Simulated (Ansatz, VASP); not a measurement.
# Two plane-wave programs on Ca

```
Ca
1.0
    -2.10792    2.10792    2.52950
     2.10792   -2.10792    2.52950
     2.10792    2.10792   -2.52950
Ca
1
Direct
  0.00000 0.00000 0.00000
```

Alike in both runs: task single point; functional r2SCAN; k mesh 16 × 16 × 16; occupations gaussian, width 0.15 eV; no spin polarisation.

```csv
,VASP,Ansatz
version,VASP 6.6.1,Ansatz 0.2.0
potentials or method,"VASP PAW PBE potentials, release 64 (Ca_sv), cutoff 520 eV","scalar-relativistic, plane waves, PAW"
valence electrons in the cell,10,10
```

Ansatz gave:

| Item | Value |
| --- | --- |
| gap on the k mesh at the Fermi level (eV) | none |
| pressure (GPa) | -0.7 |
| traceless stress, the component that is largest in VASP (GPa) | 0.21 |

**Question.** Estimate VASP's values.

**Answer.** gap on the k mesh at the Fermi level (eV): none; pressure (GPa): -0.6; traceless stress, the component that is largest in VASP (GPa): 0.21.

VASP's potentials were made for PBE, not for r2SCAN. A gap of «none» marks a metal or a gap that the smearing closes.
